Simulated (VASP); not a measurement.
# Ge4P (R-3m) in VASP: a series of runs

The runs below take Ge4P through single point, with PBE.

Program: VASP 6.6.1. These are calculated values, not measurements. Logs are shortened: lines on timing, memory, paths and dates and some standing lists are left out, and cuts for length are marked.

### 1 The cell of the first run

It takes space group R-3m (No. 166, trigonal). Conventional cell: a = 3.051 Å, b = 3.051 Å, c = 36.031 Å, α = 90.00°, β = 90.00°, γ = 120.00°. Within 3.8 Å of Ge (site symmetry 3m) lie 3 P at 2.89 Å and 9 Ge at 3.05 Å. Within 4.0 Å of Ge (site symmetry 3m) lie 12 Ge at 3.03 to 3.05 Å. Within 3.8 Å of P (site symmetry -3m) lie 6 Ge at 2.89 Å and 6 P at 3.05 Å.

The cell was built from a structure type or drawn by symmetry, and may not be a known phase.

### 2 Single point, PBE

INCAR reads:

```
PREC     = Accurate       # precision mode
ENCUT    = 520            # plane-wave cutoff, eV
EDIFF    = 1E-6           # SCF threshold, eV
ISMEAR   = 0              # smearing method
SIGMA    = 0.1            # smearing width, eV
LREAL    = F              # projectors in reciprocal space
LASPH    = T              # aspherical terms in the spheres
NELM     = 100            # most SCF steps
ALGO     = Normal         # electronic algorithm
ISIF     = 2              # what is computed and relaxed
LWAVE    = F              # write WAVECAR
LCHARG   = F              # write CHGCAR
GGA      = PE             # functional
NBANDS   = 38             # bands
```

KPOINTS reads:

```
regular mesh
0
Gamma
  6 6 6
```

POSCAR reads:

```
Ge4P
1.0
    1.5253947300      0.8806870600     12.0102222300
   -1.5253947300      0.8806870600     12.0102222300
    0.0000000000     -1.7613741100     12.0102222300
Ge P
4 1
Direct
    0.6031169900      0.6031169900      0.6031169900
    0.2008389700      0.2008389700      0.2008389700
    0.7991610300      0.7991610300      0.7991610300
    0.3968830100      0.3968830100      0.3968830100
    0.0000000000      0.0000000000      0.0000000000
```

Potentials or basis: VASP PAW PBE potentials, release 64 (Ge_d, P).

Started as:

```bash
cat potpaw_PBE.64/Ge_d/POTCAR potpaw_PBE.64/P/POTCAR > POTCAR
mpirun -np 1 vasp_std > vasp.out
```

OUTCAR:

```text
PREC = Accurate
   ENCUT = 520
   EDIFF = 1E-6
   ISMEAR = 0
   LREAL = F
   LASPH = T
   NELM = 100
   ISIF = 2
   GGA = PE

 ion  position               nearest neighbor table
   1  0.603  0.603  0.603-   5 2.89   5 2.89   5 2.89
   2  0.201  0.201  0.201-
   3  0.799  0.799  0.799-
   4  0.397  0.397  0.397-   5 2.89   5 2.89   5 2.89
   5  0.000  0.000  0.000-   1 2.89   4 2.89   1 2.89   1 2.89   4 2.89   4 2.89

  LATTYP: Found a trigonal (rhomboedric) cell.
 ALAT       =    12.1386933726
 COS(alpha) =     0.9684172025

  Lattice vectors:

 A1 = (   1.5253947300,   0.8806870600,  12.0102222300)
 A2 = (  -1.5253947300,   0.8806870600,  12.0102222300)
 A3 = (   0.0000000000,  -1.7613741100,  12.0102222300)

Analysis of symmetry for initial positions (statically):
=====================================================================
 Subroutine PRICEL returns:
 Original cell was already a primitive cell.

 Routine SETGRP: Setting up the symmetry group for a
 trigonal (rhombohedral) supercell.

 Subroutine GETGRP returns: Found 12 space group operations
 (whereof 12 operations were pure point group operations)
 out of a pool of 12 trial point group operations.

The static configuration has the point symmetry D_3d.

Analysis of symmetry for dynamics (positions and initial velocities):
=====================================================================
 Subroutine PRICEL returns:
 Original cell was already a primitive cell.

 Routine SETGRP: Setting up the symmetry group for a
 trigonal (rhombohedral) supercell.

 Subroutine GETGRP returns: Found 12 space group operations
 (whereof 12 operations were pure point group operations)
 out of a pool of 12 trial point group operations.

The dynamic configuration has the point symmetry D_3d.

 Subroutine INISYM returns: Found 12 space group operations
 (whereof 12 operations are pure point group operations),
 and found     1 'primitive' translations

----------------------------------------------------------------------------------------

                                     Primitive cell

  volume of cell :      96.8069

  direct lattice vectors                    reciprocal lattice vectors
     1.525394730  0.880687060 12.010222230     0.327784009  0.189246186  0.027754135
    -1.525394730  0.880687060 12.010222230    -0.327784009  0.189246186  0.027754135
     0.000000000 -1.761374110 12.010222230     0.000000000 -0.378492372  0.027754135

  length of vectors
    12.138693373 12.138693373 12.138693372     0.379508587  0.379508587  0.379508587

  position of ions in fractional coordinates (direct lattice)
     0.603116990  0.603116990  0.603116990
     0.200838970  0.200838970  0.200838970
     0.799161030  0.799161030  0.799161030
     0.396883010  0.396883010  0.396883010
     0.000000000  0.000000000  0.000000000

  ion indices of the primitive-cell ions
   primitive index   ion index
                 1           1
                 2           2
                 3           3
                 4           4
                 5           5

----------------------------------------------------------------------------------------

 KPOINTS: regular mesh

Automatic generation of k-mesh.
 Grid dimensions read from file:
 generate k-points for:    6    6    6

 Generating k-lattice:

  Cartesian coordinates                     Fractional coordinates (reciprocal lattice)
     0.054630668  0.031541031  0.004625689     0.166666667  0.000000000 -0.000000000
    -0.054630668  0.031541031  0.004625689     0.000000000  0.166666667 -0.000000000
     0.000000000 -0.063082062  0.004625689    -0.000000000 -0.000000000  0.166666667

  Length of vectors
     0.063251431  0.063251431  0.063251431

  Shift w.r.t. Gamma in fractional coordinates (k-lattice)
     0.000000000  0.000000000  0.000000000

 Subroutine IBZKPT returns following result:
 ===========================================

 Found     32 irreducible k-points:

 Following reciprocal coordinates:
            Coordinates               Weight
  0.000000  0.000000  0.000000      1.000000
  0.166667  0.000000  0.000000      6.000000
  0.333333  0.000000  0.000000      6.000000
  0.500000 -0.000000  0.000000      3.000000
  0.166667  0.166667  0.000000      6.000000
  0.333333  0.166667  0.000000     12.000000
[... 16 lines left out ...]
  0.500000  0.500000  0.166667      6.000000
 -0.333333  0.500000  0.166667     12.000000
 [... further k-points ...]
   k-points           NKPTS =     32   k-points in BZ     NKDIM =     32   number of bands    NBANDS=     38
   number of dos      NEDOS =    301   number of ions     NIONS =      5
   total plane-waves  NPLWV = 729000
   dimension x,y,z NGX =    90 NGY =   90 NGZ =   90
   dimension x,y,z NGXF=   180 NGYF=  180 NGZF=  180
   ions per type =               4   1
   NGX,Y,Z   is equivalent  to a cutoff of  12.33, 12.33, 12.33 a.u.
   NGXF,Y,Z  is equivalent  to a cutoff of  24.65, 24.65, 24.65 a.u.
 SYSTEM =  unknown system
   PREC   = accura    normal or accurate (medium, high low for compatibility)
   ISTART =      0    job   : 0-new  1-cont  2-samecut
   ICHARG =      2    charge: 1-file 2-atom 10-const
   ISPIN  =      1    spin polarized calculation?
   LNONCOLLINEAR =      F non collinear calculations
   LSORBIT =      F    spin-orbit coupling
   LASPH  =      T    aspherical Exc in radial PAW
   ENCUT  =  520.0 eV  38.22 Ry    6.18 a.u.  22.57 22.57 22.57*2*pi/ulx,y,z
   NELM   =    100;   NELMIN=  2; NELMDL= -5     # of ELM steps
   EDIFF  = 0.1E-05   stopping-criterion for ELM
   LREAL  =      F    real-space projection
   EDIFFG = 0.1E-04   stopping-criterion for IOM
   NSW    =      0    number of steps for IOM
   IBRION =     -1    ionic relax: 0-MD 1-quasi-New 2-CG
   NFREE  =      0    steps in history (QN), initial steepest desc. (CG)
   ISIF   =      2    stress and relaxation
   ISYM   =      2    0-nonsym 1-usesym 2-fastsym
   POTIM  = 0.5000    time-step for ionic-motion
   TEBEG  =    0.0;   TEEND  =   0.0 temperature during run
   PSTRESS=    0.0 pullay stress
   NELECT =      61.0000    total number of electrons
   NUPDOWN=      -1.0000    fix difference up-down
   EMIN   =  10.00;   EMAX   =-10.00  energy-range for DOS
   EFERMI =   0.00;   METHOD = LEGACY
   ISMEAR =     0;   SIGMA  =   0.10  broadening in eV -4-tet -1-fermi 0-gaus
   EFERMI_NEDOS =   21; number of points for ismear=-14 and -15
   IALGO  =     38    algorithm
   IMIX   =      4    mixing-type and parameters
     AMIX     =   0.40;   BMIX     =  1.00
     AMIX_MAG =   1.60;   BMIX_MAG =  1.00
  volume/ion in A,a.u.               =      19.36       130.66
  Fermi-wavevector in a.u.,A,eV,Ry     =   1.403512  2.652253 26.801372  1.969845
  Thomas-Fermi vector in A             =   2.526166
   LORBIT       =      0    0 simple, 1 ext, 2 COOP (PROOUT), +10 PAW based schemes
   GGA     = PE    functional components
   LHFCALC =     F    Hartree Fock is set to
   AEXX    =    0.0000 exact exchange contribution
   IVDW    =     0    specifies the selected vdW correction
   LEPSILON=     F    determine dielectric tensor
   LRPA    =     F    only Hartree local field effects (RPA)
 non-spin polarized calculation
 Gauss-broadening in eV      SIGMA  =   0.10
  energy-cutoff  :      520.00
  volume of cell :       96.81
 maximum number of plane-waves:      2630
   NGX = 45   NGY = 45   NGZ = 45

 number of electron      61.0000021 magnetization

 Free energy of the ion-electron system (eV)
  ---------------------------------------------------
  ext. energy  EPLUGINS =         0.00000000
  ---------------------------------------------------
  free energy    TOTEN  =       -21.10283527 eV

  energy without entropy =      -21.08550466  energy(sigma->0) =      -21.09416997

 E-fermi :   6.5709     XC(G=0): -10.9762

 val. band max:        6.5704146510   @ k =  -0.1667   0.1667   0.1667
 cond. band min:       6.5826382001   @ k =  -0.3333   0.3333   0.1667
 fundamental gap:      0.0122235491
 Fermi energy:         6.5709321060

 k-point     1 :       0.0000    0.0000    0.0000
  band No.  band energies     occupation
      1     -18.3507      2.00000
      2     -18.3498      2.00000
      3     -18.3330      2.00000
      4     -18.3330      2.00000
      5     -18.3329      2.00000
      6     -18.3329      2.00000
[... 30 lines left out ...]
     37      13.6485      0.00000
     38      14.6736      0.00000

 k-point     2 :       0.1667    0.0000    0.0000
  band No.  band energies     occupation
      1     -18.3462      2.00000
      2     -18.3459      2.00000
      3     -18.3302      2.00000
      4     -18.3299      2.00000
      5     -18.3151      2.00000
      6     -18.3150      2.00000
[... 30 lines left out ...]
     37      12.1556      0.00000
     38      13.0908      0.00000

 k-point     3 :       0.3333    0.0000    0.0000
  band No.  band energies     occupation
      1     -18.3569      2.00000
      2     -18.3566      2.00000
      3     -18.3293      2.00000
      4     -18.3286      2.00000
      5     -18.3065      2.00000
      6     -18.3063      2.00000
[... 30 lines left out ...]
     37      11.4316      0.00000
     38      11.4318      0.00000

 k-point     4 :       0.5000   -0.0000    0.0000
  band No.  band energies     occupation
      1     -18.3634      2.00000
      2     -18.3630      2.00000
      3     -18.3387      2.00000
      4     -18.3386      2.00000
      5     -18.3087      2.00000
      6     -18.3082      2.00000
[... 30 lines left out ...]
     37      10.4351      0.00000
     38      10.7999      0.00000
[... 703 lines left out ...]
      4     -18.3329      2.00000
      5     -18.3139      2.00000
      6     -18.3137      2.00000
[... 30 lines left out ...]
     37       8.6219      0.00000
     38       9.4287      0.00000

 k-point    23 :       0.5000    0.5000    0.1667
  band No.  band energies     occupation
      1     -18.3568      2.00000
      2     -18.3566      2.00000
      3     -18.3293      2.00000
      4     -18.3285      2.00000
      5     -18.3068      2.00000
      6     -18.3063      2.00000
[... 30 lines left out ...]
     37      10.3723      0.00000
     38      12.1616      0.00000

 k-point    24 :      -0.3333    0.5000    0.1667
  band No.  band energies     occupation
      1     -18.3426      2.00000
      2     -18.3421      2.00000
      3     -18.3336      2.00000
      4     -18.3327      2.00000
      5     -18.3139      2.00000
      6     -18.3138      2.00000
[... 30 lines left out ...]
     37       9.3529      0.00000
     38       9.6128      0.00000

 [... further k-points ...]

------------------------ aborting loop because EDIFF is reached ----------------------------------------

  FORCE on cell =-STRESS in cart. coord.  units (eV):
  Direction    XX          YY          ZZ          XY          YZ          ZX
  --------------------------------------------------------------------------------------
  -------------------------------------------------------------------------------------
  Total       -1.4881724     -1.4881724     -1.0554176      0.0000000     -0.0000000      0.0000000
  in kB      -24.6296177    -24.6296177    -17.4674202      0.0000000     -0.0000000      0.0000000
  external PRESSURE =     -22.2422185 kB  Pullay stress =       0.0000000 kB

 VOLUME and BASIS-vectors are now :
 -----------------------------------------------------------------------------
  energy-cutoff  :      520.00
  volume of cell :       96.81
      direct lattice vectors                 reciprocal lattice vectors
     1.525394730  0.880687060 12.010222230     0.327784009  0.189246186  0.027754135
    -1.525394730  0.880687060 12.010222230    -0.327784009  0.189246186  0.027754135
     0.000000000 -1.761374110 12.010222230     0.000000000 -0.378492372  0.027754135

 POSITION                                       TOTAL-FORCE (eV/Angst)
 -----------------------------------------------------------------------------------
      0.00000      0.00000     21.73071         0.000000      0.000000      0.342592
      0.00000      0.00000      7.23636         0.000000     -0.000000     -0.333830
      0.00000      0.00000     28.79430         0.000000      0.000000      0.333830
      0.00000      0.00000     14.29996         0.000000     -0.000000     -0.342592
      0.00000      0.00000      0.00000         0.000000     -0.000000     -0.000000
 -----------------------------------------------------------------------------------
    total drift:                               -0.000000      0.000000     -0.000000

  FREE ENERGIE OF THE ION-ELECTRON SYSTEM (eV)
  ---------------------------------------------------
  free  energy   TOTEN  =       -21.1028352702 eV

  energy  without entropy=      -21.0855046605  energy(sigma->0) =      -21.09416997
```

Run time: 21 min. Hardware: 1 thread of AMD EPYC 9R45 (Zen 5), shared host; peak memory 1.2 GiB.

What came out:

- Free energy: -21.1028 eV
- Pressure: -2.2 GPa
- Largest force: 0.343 eV/Å
- Band gap on the k mesh: zero (an odd number of electrons rules out a gap without spin polarisation)

Forces on the atoms (eV/Å):
```
Ge   0.000  0.000  0.343
Ge   0.000  0.000 -0.334
Ge   0.000  0.000  0.334
Ge   0.000  0.000 -0.343
P    0.000  0.000  0.000
```

Stress tensor (GPa, compression positive):
```
-2.46  0.00  0.00
 0.00 -2.46  0.00
 0.00  0.00 -1.75
```

Levels at points of the mesh, in eV from the Fermi level:
| k point | band 28 | band 29 | band 30 | band 31 | band 32 | band 33 |
| --- | --- | --- | --- | --- | --- | --- |
| (0.00, 0.00, 0.00) | 2.75 | 3.15 | 3.15 | 3.15 | 6.35 | 6.35 |
| (0.50, 0.00, 0.00) | -3.71 | -3.44 | -3.12 | 0.48 | 0.65 | 0.99 |
| (0.50, 0.50, 0.00) | -4.47 | -2.29 | -2.28 | -0.57 | 0.02 | 0.64 |
| (0.50, 0.50, 0.50) | -0.33 | 3.15 | 3.15 | 6.10 | 6.49 | 6.49 |

Caveat: the k points lie up to 0.40 Å⁻¹ apart, too coarse for converged energies and pressures of a metal.

### 3 Single point, PBE

This run uses another cell than the first one, of 19.31 Å³/atom.

Changes to INCAR since step 2:

```diff
@@ -7,3 +7,3 @@
 LASPH    = T              # aspherical terms in the spheres
-NELM     = 100            # most SCF steps
+NELM     = 80             # most SCF steps
 ALGO     = Normal         # electronic algorithm
```

KPOINTS reads:

```
Automatic mesh
0
Gamma
  12 12 12
```

POSCAR reads:

```
Ge4P
1.0
    1.8722976580      1.0809715579      7.9523117253
   -1.8722976580      1.0809715579      7.9523117253
    0.0000000000     -2.1619431125      7.9523117258
Ge P
4 1
Direct
    0.6063213536      0.6063213536      0.6063213536
    0.1959318209      0.1959318209      0.1959318209
    0.8040681791      0.8040681791      0.8040681791
    0.3936786464      0.3936786464      0.3936786464
    0.0000000000      0.0000000000      0.0000000000
```

Potentials or basis: VASP PAW PBE potentials, release 64 (Ge_d, P).

Started as:

```bash
cat potpaw_PBE.64/Ge_d/POTCAR potpaw_PBE.64/P/POTCAR > POTCAR
mpirun -np 1 vasp_std > vasp.out
```

Wall time 26 min (1 thread of AMD EPYC 9R45 (Zen 5), shared host); peak memory 0.89 GiB.

Results (log left out):

| Item | Value |
| --- | --- |
| Free energy | -22.5591 eV |
| Pressure | 0.0 GPa |
| Largest force | 0.006 eV/Å |
| Band gap on the k mesh | zero (an odd number of electrons rules out a gap without spin polarisation) |

Forces in eV/Å, atoms in the order of the input:
```
Ge   0.000  0.000  0.006
Ge   0.000  0.000  0.004
Ge   0.000  0.000 -0.004
Ge   0.000  0.000 -0.006
P    0.000  0.000  0.000
```

Levels at points of the mesh, in eV from the Fermi level:
| k point | band 29 | band 30 | band 31 | band 32 | band 33 | band 34 |
| --- | --- | --- | --- | --- | --- | --- |
| (0.00, 0.00, 0.00) | 0.63 | 0.98 | 1.73 | 1.73 | 1.74 | 2.49 |
| (0.50, 0.00, 0.00) | -1.61 | -1.59 | -1.49 | -0.57 | 2.22 | 2.96 |
| (0.50, 0.50, 0.00) | -3.05 | -0.89 | 0.36 | 0.43 | 0.55 | 2.85 |
| (0.50, 0.50, 0.50) | 0.86 | 0.86 | 1.01 | 1.01 | 2.00 | 2.64 |
